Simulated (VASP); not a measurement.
# AlAs (F-43m) in VASP: notebook

AlAs is run at these levels: PBE; tasks: single point.

Program: VASP 6.6.1. These are calculated values, not measurements. Logs are shortened: lines on timing, memory, paths and dates and some standing lists are left out, and cuts for length are marked.

### 1 The cell of the first run

Symmetry: F-43m, No. 216, cubic system. Conventional cell: a = 5.754 Å, b = 5.754 Å, c = 5.754 Å, α = 90.00°, β = 90.00°, γ = 90.00°. Al (site symmetry -43m) has 4 As at 2.49 Å within 3.3 Å. Within 3.3 Å of As (site symmetry -43m) lie 4 Al at 2.49 Å.

### 2 Single point, PBE

Input file INCAR:

```
SYSTEM = AlAs
  ALGO = Normal
  EDIFF = 1E-6
  ENCUT = 500
  GGA = PE
  GGA_COMPAT = .False.
  ISIF = 2
  ISMEAR = 1
  LASPH = .True.
  LCHARG = .True.
  LELF = .True.
  LREAL = .False.
  LVHAR = .True.
  LWAVE = .False.
  NBANDS = 11
  NELM = 120
  PREC = Accurate
  SIGMA = 0.01
```

Input file KPOINTS:

```
k-points
0
Gamma
  6 6 6
  0 0 0
```

Input file POSCAR:

```
AlAs
1.0
    0.0000000000      2.8768082483      2.8768082483
    2.8768082483      0.0000000000      2.8768082483
    2.8768082483      2.8768082483      0.0000000000
Al As
1 1
Direct
    0.0000000000      0.0000000000      0.0000000000
    0.2500000000      0.2500000000      0.2500000000
```

Potentials or basis: VASP PAW PBE potentials, release 64 (Al, As).

Started as:

```bash
$ cat potpaw_PBE.64/Al/POTCAR potpaw_PBE.64/As/POTCAR > POTCAR
$ mpirun -np 1 vasp_std > vasp.out
```

OUTCAR:

```text
SYSTEM = AlAs
   EDIFF = 1E-6
   ENCUT = 500
   GGA = PE
   ISIF = 2
   ISMEAR = 1
   LASPH = .True.
   LREAL = .False.
   NELM = 120
   PREC = Accurate

 ion  position               nearest neighbor table
   1  0.000  0.000  0.000-   2 2.49   2 2.49   2 2.49   2 2.49
   2  0.250  0.250  0.250-   1 2.49   1 2.49   1 2.49   1 2.49

  LATTYP: Found a face centered cubic cell.
 ALAT       =     5.7536164966

  Lattice vectors:

 A1 = (   0.0000000000,   2.8768082483,   2.8768082483)
 A2 = (   2.8768082483,   0.0000000000,   2.8768082483)
 A3 = (   2.8768082483,   2.8768082483,   0.0000000000)

Analysis of symmetry for initial positions (statically):
=====================================================================
 Subroutine PRICEL returns:
 Original cell was already a primitive cell.

 Routine SETGRP: Setting up the symmetry group for a
 face centered cubic supercell.

 Subroutine GETGRP returns: Found 24 space group operations
 (whereof 24 operations were pure point group operations)
 out of a pool of 48 trial point group operations.

The static configuration has the point symmetry T_d .

Analysis of symmetry for dynamics (positions and initial velocities):
=====================================================================
 Subroutine PRICEL returns:
 Original cell was already a primitive cell.

 Routine SETGRP: Setting up the symmetry group for a
 face centered cubic supercell.

 Subroutine GETGRP returns: Found 24 space group operations
 (whereof 24 operations were pure point group operations)
 out of a pool of 48 trial point group operations.

The dynamic configuration has the point symmetry T_d .

 Subroutine INISYM returns: Found 24 space group operations
 (whereof 24 operations are pure point group operations),
 and found     1 'primitive' translations

----------------------------------------------------------------------------------------

                                     Primitive cell

  volume of cell :      47.6171

  direct lattice vectors                    reciprocal lattice vectors
     0.000000000  2.876808248  2.876808248    -0.173803729  0.173803729  0.173803729
     2.876808248  0.000000000  2.876808248     0.173803729 -0.173803729  0.173803729
     2.876808248  2.876808248  0.000000000     0.173803729  0.173803729 -0.173803729

  length of vectors
     4.068421241  4.068421241  4.068421241     0.301036888  0.301036888  0.301036888

  position of ions in fractional coordinates (direct lattice)
     0.000000000  0.000000000  0.000000000
     0.250000000  0.250000000  0.250000000

  ion indices of the primitive-cell ions
[... 76 lines left out ...]
   PSTRESS=    0.0 pullay stress
   NELECT =       8.0000    total number of electrons
   NUPDOWN=      -1.0000    fix difference up-down
   EMIN   =  10.00;   EMAX   =-10.00  energy-range for DOS
   EFERMI =   0.00;   METHOD = LEGACY
   ISMEAR =     1;   SIGMA  =   0.01  broadening in eV -4-tet -1-fermi 0-gaus
   EFERMI_NEDOS =   21; number of points for ismear=-14 and -15
   IALGO  =     38    algorithm
   IMIX   =      4    mixing-type and parameters
     AMIX     =   0.40;   BMIX     =  1.00
     AMIX_MAG =   1.60;   BMIX_MAG =  1.00
  volume/ion in A,a.u.               =      23.81       160.67
  Fermi-wavevector in a.u.,A,eV,Ry     =   0.903339  1.707062 11.102635  0.816021
  Thomas-Fermi vector in A             =   2.026652
   LORBIT       =      0    0 simple, 1 ext, 2 COOP (PROOUT), +10 PAW based schemes
   GGA     = PE    functional components
   LHFCALC =     F    Hartree Fock is set to
   AEXX    =    0.0000 exact exchange contribution
   IVDW    =     0    specifies the selected vdW correction
   LEPSILON=     F    determine dielectric tensor
   LRPA    =     F    only Hartree local field effects (RPA)
 non-spin polarized calculation
 Methfessel and Paxton  Order N= 1 SIGMA  =   0.01
  energy-cutoff  :      500.00
  volume of cell :       47.62
 maximum number of plane-waves:      1243
 NGX is ok and might be reduce to    30
   NGX = 15   NGY = 15   NGZ = 15

 number of electron       7.9999999 magnetization

 Free energy of the ion-electron system (eV)
  ---------------------------------------------------
  ext. energy  EPLUGINS =         0.00000000
  ---------------------------------------------------
  free energy    TOTEN  =        -9.37659116 eV

  energy without entropy =       -9.37659922  energy(sigma->0) =       -9.37659385

 E-fermi :   3.4978     XC(G=0):  -8.8502

 val. band max:        3.4893315253   @ k =   0.0000   0.0000   0.0000
 cond. band min:       5.0020907202   @ k =   0.5000   0.5000   0.0000
 fundamental gap:      1.5127591948
 Fermi energy:         3.4977502169

 k-point     1 :       0.0000    0.0000    0.0000
  band No.  band energies     occupation
      1      -8.1097      2.00000
      2       3.4893      2.00000
      3       3.4893      2.00000
      4       3.4893      1.99999
      5       5.1667      0.00000
      6       7.6897      0.00000
      7       7.6897      0.00000
      8       7.6897      0.00000
      9      12.0998      0.00000
     10      12.4019      0.00000
     11      12.4019      0.00000
[... 197 lines left out ...]
 k-point    16 :      -0.3333    0.5000    0.1667
  band No.  band energies     occupation
      1      -6.2724      2.00000
      2      -1.5665      2.00000
      3       0.7138      2.00000
      4       0.9480      2.00000
      5       6.6585      0.00000
      6       7.5047      0.00000
      7      10.4052      0.00000
      8      11.0842      0.00000
      9      13.7420      0.00000
     10      15.4176      0.00000
     11      15.7203      0.00000

------------------------ aborting loop because EDIFF is reached ----------------------------------------

  FORCE on cell =-STRESS in cart. coord.  units (eV):
  Direction    XX          YY          ZZ          XY          YZ          ZX
  --------------------------------------------------------------------------------------
  -------------------------------------------------------------------------------------
  Total       -0.2096179     -0.2096179     -0.2096179      0.0000000      0.0000000     -0.0000000
  in kB       -7.0530380     -7.0530380     -7.0530380      0.0000000      0.0000000     -0.0000000
  external PRESSURE =      -7.0530380 kB  Pullay stress =       0.0000000 kB

 VOLUME and BASIS-vectors are now :
 -----------------------------------------------------------------------------
  energy-cutoff  :      500.00
  volume of cell :       47.62
      direct lattice vectors                 reciprocal lattice vectors
     0.000000000  2.876808248  2.876808248    -0.173803729  0.173803729  0.173803729
     2.876808248  0.000000000  2.876808248     0.173803729 -0.173803729  0.173803729
     2.876808248  2.876808248  0.000000000     0.173803729  0.173803729 -0.173803729

 POSITION                                       TOTAL-FORCE (eV/Angst)
 -----------------------------------------------------------------------------------
      0.00000      0.00000      0.00000         0.000000      0.000000      0.000000
      1.43840      1.43840      1.43840        -0.000000     -0.000000     -0.000000
 -----------------------------------------------------------------------------------
    total drift:                                0.000000      0.000000      0.000000

  FREE ENERGIE OF THE ION-ELECTRON SYSTEM (eV)
  ---------------------------------------------------
  free  energy   TOTEN  =        -9.3765911638 eV

  energy  without entropy=       -9.3765992164  energy(sigma->0) =       -9.37659385
```

Wall time 4.8 s (1 thread of Intel Xeon 6975P-C (Granite Rapids), shared host); peak memory 0.16 GiB.

Results:

```
Free energy            : -9.3766 eV
Pressure               : -0.7 GPa
Band gap on the k mesh : 1.51 eV (least direct gap 1.68 eV)
```

### 3 Single point, PBE

This run uses another cell than the first one, of 24.38 Å³/atom.

Input file INCAR:

```
PREC     = Accurate       # precision mode
ENCUT    = 500            # plane-wave cutoff, eV
EDIFF    = 1E-6           # SCF threshold, eV
ISMEAR   = 1              # smearing method
SIGMA    = 0.01           # smearing width, eV
LREAL    = False          # projectors in reciprocal space
LASPH    = True           # aspherical terms in the spheres
NELM     = 120            # most SCF steps
ALGO     = Normal         # electronic algorithm
ISIF     = 2              # what is computed and relaxed
LWAVE    = False          # write WAVECAR
LCHARG   = False          # write CHGCAR
GGA      = PE             # functional
NBANDS   = 11             # bands
GGA_COMPAT= False
```

Input file KPOINTS:

```
Automatic mesh
0
Gamma
  6 6 6
```

Input file POSCAR:

```
AlAs
1.0
    0.0000000000      2.8994612145      2.8994612145
    2.8994612145      0.0000000000      2.8994612145
    2.8994612145      2.8994612145      0.0000000000
Al As
1 1
Direct
    0.0000000000      0.0000000000      0.0000000000
    0.2500000000      0.2500000000      0.2500000000
```

Potentials or basis: VASP PAW PBE potentials, release 64 (Al, As).

Started as:

```bash
$ cat potpaw_PBE.64/Al/POTCAR potpaw_PBE.64/As/POTCAR > POTCAR
$ mpirun -np 1 vasp_std > vasp.out
```

Wall time 4.6 s (1 thread of Intel Xeon 6975P-C (Granite Rapids), shared host); peak memory 0.16 GiB.

Results (log left out):

```yaml
Free_energy: -9.3664 eV
Pressure: -2.1 GPa
Band_gap_on_the_k_mesh: 1.50 eV
```

Levels at points of the mesh, in eV from the valence-band top:
| k point | band 1 | band 2 | band 3 | band 4 | band 5 | band 6 | band 7 | band 8 |
| --- | --- | --- | --- | --- | --- | --- | --- | --- |
| (0.00, 0.00, 0.00) | -11.48 | 0.00 | 0.00 | 0.00 | 1.50 | 4.16 | 4.16 | 4.16 |
| (0.50, 0.00, 0.00) | -10.22 | -5.27 | -0.78 | -0.78 | 1.88 | 4.62 | 4.62 | 7.60 |
| (0.50, 0.50, 0.00) | -9.73 | -5.19 | -2.02 | -2.02 | 1.55 | 2.28 | 9.77 | 9.77 |

A k mesh can miss the band edges.

### 4 Single point, PBE

This run uses another cell than the first one, of 24.94 Å³/atom.

Input file INCAR:

```
PREC = Accurate
ENCUT = 500
EDIFF = 1E-6
ISMEAR = 1
SIGMA = 0.01
LREAL = F
LASPH = T
NELM = 120
ALGO = Normal
ISIF = 2
LWAVE = F
LCHARG = F
GGA = PE
NBANDS = 11
GGA_COMPAT = F
```

KPOINTS is that of step 3.

Input file POSCAR:

```
AlAs
1.0
    0.0000000000      2.9217656388      2.9217656388
    2.9217656388      0.0000000000      2.9217656388
    2.9217656388      2.9217656388      0.0000000000
Al As
1 1
Direct
    0.0000000000      0.0000000000      0.0000000000
    0.2500000000      0.2500000000      0.2500000000
```

Started as:

```bash
$ cat potpaw_PBE.64/Al/POTCAR potpaw_PBE.64/As/POTCAR > POTCAR
$ mpirun -np 1 vasp_std > vasp.out
```

Wall time 4.9 s (1 thread of Intel Xeon 6975P-C (Granite Rapids), shared host); peak memory 0.16 GiB.

The run converged. Its results:

```yaml
Free_energy: -9.3467 eV
Pressure: -3.4 GPa
Band_gap_on_the_k_mesh: 1.32 eV
```

Levels at points of the mesh, in eV from the valence-band top:
```
           k point  band 2  band 3  band 4  band 5  band 6  band 7
(0.00, 0.00, 0.00)    0.00    0.00    0.00    1.32    4.12    4.12
(0.50, 0.00, 0.00)   -5.17   -0.76   -0.76    1.79    4.60    4.60
(0.50, 0.50, 0.00)   -5.12   -1.97   -1.97    1.58    2.27    9.60
```

Caveat: the cell stands under tension. A k mesh can miss the band edges.

### 5 The runs side by side

```csv
cell,gap on the mesh (eV),pressure (GPa)
"a = 4.068 Å, angles 60.0°, 2 atoms",1.51,-0.7
"a = 4.100 Å, angles 60.0°, 2 atoms",1.50,-2.1
"a = 4.132 Å, angles 60.0°, 2 atoms",1.32,-3.4
```

Alike in all rows: task single point; level PBE; potentials or basis VASP PAW PBE potentials, release 64 (Al, As); no spin polarisation; k mesh 6 × 6 × 6; cutoff (eV) 500; smearing methfessel-paxton 0.01 eV.

Caveats: the cell stands under tension (at least some runs).

Total energies depend on the potentials used, so only differences within one code and one set of settings carry meaning.
